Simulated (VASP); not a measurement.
Sc2BSb3, 6 atoms in the cell. Symmetry: P-4m2, No. 115, tetragonal system. Conventional cell: a = 3.714 Å, b = 3.714 Å, c = 9.024 Å, α = 90.00°, β = 90.00°, γ = 90.00°. Within 3.8 Å of Sc (site symmetry 2mm) lie 2 B at 2.88 Å and 7 Sb at 2.88 to 3.23 Å and 4 Sc at 3.71 Å. B (site symmetry -4m2) has 4 Sb at 2.63 Å and 4 Sc at 2.88 Å within 3.5 Å. Within 3.9 Å of Sb (site symmetry 2mm) lie 5 Sc at 2.96 to 3.23 Å and 8 Sb at 3.22 to 3.71 Å. Within 3.5 Å of Sb (site symmetry -4m2) lie 4 B at 2.63 Å and 4 Sc at 2.88 Å. 

* Program: VASP 6.6.1
* Task: single point
* Functional: PBE
* Potentials or basis: VASP PAW PBE potentials, release 64 (Sc_sv, B, Sb)
* Cutoff: 520 eV
* k mesh: 6 × 6 × 2
* Occupations: gaussian, width 0.1 eV
* Spin: no spin polarisation
* Dipole correction: no
* Further INCAR settings: ALGO = Normal; EDIFF = 1e-07; NBANDS = 29

Potentials or basis: VASP PAW PBE potentials, release 64 (Sc_sv, B, Sb).

The run is started by

```console
$ cat potpaw_PBE.64/Sc_sv/POTCAR potpaw_PBE.64/B/POTCAR potpaw_PBE.64/Sb/POTCAR > POTCAR
$ mpirun -np 1 vasp_std > vasp.out
```

Hardware: 1 thread of Intel(R) Xeon(R) Platinum 8488C (Sapphire Rapids), with other jobs on the host.

Q: Estimate the wall time of this run.

A: Wall time 69 s on 1 thread of Intel(R) Xeon(R) Platinum 8488C (Sapphire Rapids) (shared host), peak memory 0.26 GiB. Counts: scf iterations 16, k points 20.
